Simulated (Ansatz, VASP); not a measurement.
# One calculation of CuO, two programs

INCAR

```
PREC = Accurate ; ENCUT = 600
EDIFF = 1E-6 ; ISMEAR = -1
SIGMA = 0.05 ; LREAL = False
LASPH = True ; NELM = 150
ALGO = Normal ; ISIF = 3
LWAVE = False ; LCHARG = False
LMAXMIX = 4 ; LDAU = True
LDAUTYPE = 2 ; LDAUL = 2 -1
LDAUU = 4.5 0 ; LDAUJ = 0 0
LDAUPRINT = 1 ; GGA = PE
IBRION = 2 ; NSW = 60
EDIFFG = -0.01
```

The input KPOINTS:

```
regular mesh
0
Gamma
  8 8 6
```

The input POSCAR:

```
CuO
1.0
    3.4220509700      0.0000000000      0.0000000000
    0.0000000000      3.4220509700      0.0000000000
    0.0000000000      0.0000000000      4.2604614800
Cu O
2 2
Direct
    0.0000000000      0.5000000000      0.0000000000
    0.5000000000      0.0000000000      0.5000000000
    0.0000000000      0.0000000000      0.2500000000
    0.0000000000      0.0000000000      0.7500000000
```

The input input.yaml:

```yaml
crystal:
  lattice:
    - [3.42205097, 0.0, 0.0]
    - [0.0, 3.42205097, 0.0]
    - [0.0, 0.0, 4.26046148]
  atoms:
    - { symbol: Cu, position: [0.0, 0.5, 0.0] }
    - { symbol: Cu, position: [0.5, 0.0, 0.5] }
    - { symbol: O, position: [0.0, 0.0, 0.25] }
    - { symbol: O, position: [0.0, 0.0, 0.75] }
hamiltonian:
  xc: pbe
  pseudopotentials: { kind: paw }
  hubbard: { sites: [{ species: Cu, l: d, u_eff: 4.5 }] }
kpoints:
  mp_grid: { grid: [8, 8, 6] }
scf:
  occupations: { method: fermi_dirac, width: 0.05 }
output:
  forces: true
  stress: true
  eigenvalues: true
relax:
  f_tol: 0.01
  max_steps: 40
  cell: { stress_tol: 0.05 }
```

Alike in both runs: task relaxation of cell and atoms; functional PBE; k mesh 8 × 8 × 6; occupations fermi-dirac, width 0.05 eV; no spin polarisation; Hubbard terms Cu d U = 4.5 eV.

|  | VASP | Ansatz |
| --- | --- | --- |
| version | VASP 6.6.1 | Ansatz 0.2.0 |
| potentials or method | VASP PAW PBE potentials, release 64 (Cu, O) | Ansatz PAW |
| plane-wave cutoff (eV) | 600 | 420 |
| valence electrons in the cell | 34 | 50 |

Ansatz gave:

| Quantity | Value |
| --- | --- |
| gap on the k mesh at the Fermi level, each at its own relaxed structure (eV) | none |
| relaxed volume (Å³/atom) | 11.37 |
| relaxed length of the cell vector where the two differ most in proportion (Å) | 2.962 |

**Question.** Estimate VASP's values.

**Answer.** gap on the k mesh at the Fermi level, each at its own relaxed structure (eV): none; relaxed volume (Å³/atom): 11.03; relaxed length of the cell vector where the two differ most in proportion (Å): 2.932.

The programs project onto different local orbitals, so the same U acts differently, and such runs can settle in different states. A gap of «none» marks a metal or a gap that the smearing closes. VASP's potentials hold 34 valence electrons a cell and Ansatz's 50, so a difference there can come from the potentials and not from the codes.

Noted on Ansatz's run: the plane-wave basis is chosen anew once the cell has moved, so the energies of steps on either side of that aren't comparable.
